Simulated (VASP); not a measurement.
Wanted: the native input for a VASP 6.6.1 run.

- Task: single point
- Functional: PBE
- Dispersion: D3(BJ)
- Potentials or basis: VASP PAW PBE potentials, release 64 (Ag)
- Cutoff: 500 eV
- k mesh: 20 × 20 × 20
- Occupations: tetrahedron
- Spin: no spin polarisation
- Dipole correction: no
- Further INCAR settings: ALGO = Normal; EDIFF = 1e-06; NBANDS = 12

The structure of Ag lies in POSCAR:

```
Ag
1.0
    2.7012499172      0.0000000000      0.0000000000
    0.0000000000      2.7012499172      0.0000000000
    0.0000000000      0.0000000000      2.7012499172
Ag
1
Direct
    0.5000000000      0.5000000000      0.5000000000
```

This isn't the form of Ag at room conditions, which is fcc.

The input as run:

INCAR

```
ALGO = Normal
EDIFF = 1E-6
ENCUT = 500
GGA = PE
GGA_COMPAT = F
ISIF = 2
ISMEAR = -5
IVDW = 12
LASPH = T
LCHARG = F
LREAL = F
LWAVE = F
NBANDS = 12
NELM = 120
PREC = Accurate
SIGMA = 0.1
```

KPOINTS

```
k-points
0
Gamma
  20 20 20
```

Potentials or basis: VASP PAW PBE potentials, release 64 (Ag).

Launch:

```sh
$ cat potpaw_PBE.64/Ag/POTCAR > POTCAR
$ mpirun -np 1 vasp_std > vasp.out
```

It gave:

| Property | Result |
| --- | --- |
| Pressure | -0.1 GPa |
| Band gap on the k mesh | zero (an odd number of electrons rules out a gap without spin polarisation) |
| Dispersion energy per atom | -0.514 eV |

Caveat: tetrahedron occupations give inexact forces and stress in metals.

It took 70 s on 1 thread of Intel Xeon 8259CL (shared host), peak memory 0.19 GiB.
